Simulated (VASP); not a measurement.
# HfBiO (P-6m2) in VASP: a series of runs, part 3 of 3

VASP 6.6.1. The steps go on from the part before.

**4. Relaxation of cell and atoms, PBE**

This run uses another cell than the first one, of 21.56 Å³/atom, 1.045 times its volume.

File INCAR:

```
SYSTEM = HfBiO
PREC = Accurate ; ENCUT = 600
EDIFF = 1E-6 ; ISMEAR = 0
SIGMA = 0.1 ; LREAL = .False.
LASPH = .True. ; NELM = 60
ALGO = Normal ; ISIF = 3
LWAVE = .False. ; LCHARG = .False.
GGA = PE ; IBRION = 2
NSW = 90 ; EDIFFG = -0.04
```

File KPOINTS:

```
Automatic mesh
0
Gamma
  6 6 6
  0 0 0
```

File POSCAR:

```
HfBiO
1.0
    4.8182089769      0.0000000000      0.0000000000
   -2.4091044885      4.1726913748      0.0000000000
    0.0000000000      0.0000000000      3.2167528865
Hf Bi O
1 1 1
Direct
    0.6666666667      0.3333333333      0.5000000000
    0.3333333333      0.6666666667      0.5000000000
    0.0000000000      0.0000000000      0.0000000000
```

Potentials or basis: VASP PAW PBE potentials, release 64 (Hf_pv, Bi_d, O).

Started as:

```sh
cat potpaw_PBE.64/Hf_pv/POTCAR potpaw_PBE.64/Bi_d/POTCAR potpaw_PBE.64/O/POTCAR > POTCAR
mpirun -np 1 vasp_std > vasp.out
```

OUTCAR:

```text
SYSTEM = HfBiO
   PREC = Accurate
   ENCUT = 600
   EDIFF = 1E-6
   ISMEAR = 0
   LREAL = .False.
   LASPH = .True.
   NELM = 60
   ISIF = 3
   GGA = PE
   IBRION = 2
   NSW = 90
   EDIFFG = -0.04

 ion  position               nearest neighbor table
   1  0.667  0.333  0.500-   2 2.78   2 2.78   2 2.78
   2  0.333  0.667  0.500-   1 2.78   1 2.78   1 2.78
   3  0.000  0.000  0.000-

  LATTYP: Found a hexagonal cell.
 ALAT       =     4.8182089769
 C/A-ratio  =     0.6676241944

  Lattice vectors:

 A1 = (   4.8182089769,   0.0000000000,   0.0000000000)
 A2 = (  -2.4091044885,   4.1726913748,   0.0000000000)
 A3 = (   0.0000000000,   0.0000000000,   3.2167528865)

Analysis of symmetry for initial positions (statically):
=====================================================================
 Subroutine PRICEL returns:
 Original cell was already a primitive cell.

 Routine SETGRP: Setting up the symmetry group for a
 hexagonal supercell.

 Subroutine GETGRP returns: Found 12 space group operations
 (whereof 12 operations were pure point group operations)
[... 168 lines left out ...]
  energy without entropy =      -17.35735970  energy(sigma->0) =      -17.36718021

------------------------ aborting loop because EDIFF is reached ----------------------------------------

  FORCE on cell =-STRESS in cart. coord.  units (eV):
  Direction    XX          YY          ZZ          XY          YZ          ZX
  --------------------------------------------------------------------------------------
  -------------------------------------------------------------------------------------
  Total        0.2491042      0.2491042     -1.0469588     -0.0000000      0.0000000      0.0000000
  in kB        6.1712332      6.1712332    -25.9370501     -0.0000000      0.0000000      0.0000000
  external PRESSURE =      -4.5315279 kB  Pullay stress =       0.0000000 kB
[... 135 lines left out ...]
--------------------------------------- Ionic step        5  -------------------------------------------

 number of electron      30.9999998 magnetization

 Free energy of the ion-electron system (eV)
  ---------------------------------------------------
  ext. energy  EPLUGINS =         0.00000000
  ---------------------------------------------------
  free energy    TOTEN  =       -17.38844593 eV

  energy without entropy =      -17.36626411  energy(sigma->0) =      -17.37735502

 E-fermi :   5.0102     XC(G=0): -10.5651

 val. band max:        5.0007351572   @ k =   0.5000   0.0000   0.5000
 cond. band min:       5.0770856348   @ k =   0.1667   0.1667   0.1667
 fundamental gap:      0.0763504776
 Fermi energy:         5.0102317846

 k-point     1 :       0.0000    0.0000    0.0000
  band No.  band energies     occupation
      1     -26.1475      2.00000
      2     -26.1475      2.00000
      3     -25.8911      2.00000
      4     -17.4177      2.00000
      5     -17.0413      2.00000
      6     -17.0413      2.00000
[... 505 lines left out ...]
      6     -17.0248      2.00000
[... 11 lines left out ...]
     18       6.6416      0.00000
     19       8.0696      0.00000

 [... further k-points ...]
[... 5 lines left out ...]
  --------------------------------------------------------------------------------------
  -------------------------------------------------------------------------------------
  Total        0.0917367      0.0917367      0.0609245     -0.0000000      0.0000000      0.0000000
  in kB        2.3093364      2.3093364      1.5336849     -0.0000000      0.0000000      0.0000000
  external PRESSURE =       2.0507859 kB  Pullay stress =       0.0000000 kB
[... 18 lines left out ...]
  FREE ENERGIE OF THE ION-ELECTRON SYSTEM (eV)
  ---------------------------------------------------
  free  energy   TOTEN  =       -17.3884459253 eV

  energy  without entropy=      -17.3662641123  energy(sigma->0) =      -17.37735502

 reached required accuracy - stopping structural energy minimisation
```

OSZICAR:

```text
N       E                     dE             d eps       ncg     rms          rms(c)
DAV:   1     0.261349674784E+03    0.26135E+03   -0.17701E+04  1064   0.197E+03
DAV:   2     0.860052724730E+01   -0.25275E+03   -0.24475E+03  1076   0.468E+02
DAV:   3    -0.200759513749E+02   -0.28676E+02   -0.27240E+02  1432   0.132E+02
[... 45 lines left out ...]
DAV:   4    -0.173884393501E+02    0.12482E-02   -0.58295E-03  1384   0.737E-01    0.559E-02
DAV:   5    -0.173884392606E+02    0.89461E-07   -0.24542E-04  1289   0.128E-01    0.397E-02
DAV:   6    -0.173884431155E+02   -0.38549E-05   -0.25002E-05  1070   0.327E-02    0.252E-02
DAV:   7    -0.173884450434E+02   -0.19279E-05   -0.79318E-06  1076   0.170E-02    0.749E-03
DAV:   8    -0.173884459253E+02   -0.88192E-06   -0.18586E-06   804   0.996E-03
   5 F= -.17388446E+02 E0= -.17377355E+02  d E =-.696974E-04
```

Wall time 2.5 min (1 thread of Intel Xeon 6975P-C, shared host); peak memory 0.24 GiB.

Results:

* Free energy: -17.3884 eV
* Relaxed volume: 21.22 Å³/atom
* Relaxed cell: a = 4.830 Å, b = 4.830 Å, c = 3.150 Å, α = 90.00°, β = 90.00°, γ = 120.00°
* Space group after relaxing (to 0.05 Å): P-6m2 (No. 187)
* Energy gained by relaxing: 3.8 meV/atom
* Ionic steps: 5
* Pressure after relaxing: 0.2 GPa

Stress tensor (GPa, compression positive):
```
0.23 0.00 0.00
0.00 0.23 0.00
0.00 0.00 0.15
```

The path:
```
step  energy change (eV)  largest force (eV/Å)  pressure (GPa)  volume (Å³)
   1              0.0000                0.0000           -0.45        64.67
   2             -0.0112                0.0000           -0.29        64.09
   3             -0.0114                0.0000           -0.28        64.02
   4             -0.0114                0.0000           -0.27        64.01
   5             -0.0114                0.0000            0.21        63.65
```

Final structure:
```xyz
3
Lattice="4.8304 0.0000 0.0000 -2.4152 4.1832 0.0000 0.0000 0.0000 3.1498" Properties=species:S:1:pos:R:3 pbc="T T T"
Hf    2.4152    1.3944    1.5749
Bi    0.0000    2.7888    1.5749
O     0.0000    0.0000    0.0000
```

Caveat: spin-orbit coupling is left out, which moves the levels of the heavy elements; an odd number of electrons without spin polarisation forces a metal; a magnetic or distorted state may lie lower.

**5. The runs side by side**

| task | cell | k mesh | cutoff (eV) | gap on the mesh (eV) | pressure (GPa) |
| --- | --- | --- | --- | --- | --- |
| single point | a = 4.154, b = 4.154, c = 4.142 Å, angles 90.0, 90.0, 120.0°, 3 atoms | 6 × 6 × 4 | 520 | none | 35.0 |
| single point | a = 4.844, b = 4.844, c = 3.164 Å, angles 90.0, 90.0, 120.0°, 3 atoms | 6 × 6 × 6 | 520 | none | -0.6 |
| relaxation of cell and atoms | relaxed from a = 4.818, b = 4.818, c = 3.217 Å, angles 90.0, 90.0, 120.0°, 3 atoms | 6 × 6 × 6 | 600 | none | 0.2 |

Alike in all rows: level PBE; potentials or basis VASP PAW PBE potentials, release 64 (Hf_pv, Bi_d, O); no spin polarisation; smearing gaussian 0.1 eV.

Caveats: some runs use coarse meshes; spin-orbit coupling is left out, which moves the levels of the heavy elements; an odd number of electrons without spin polarisation forces a metal; a magnetic or distorted state may lie lower.

Total energies depend on the potentials used, so only differences within one code and one set of settings carry meaning.
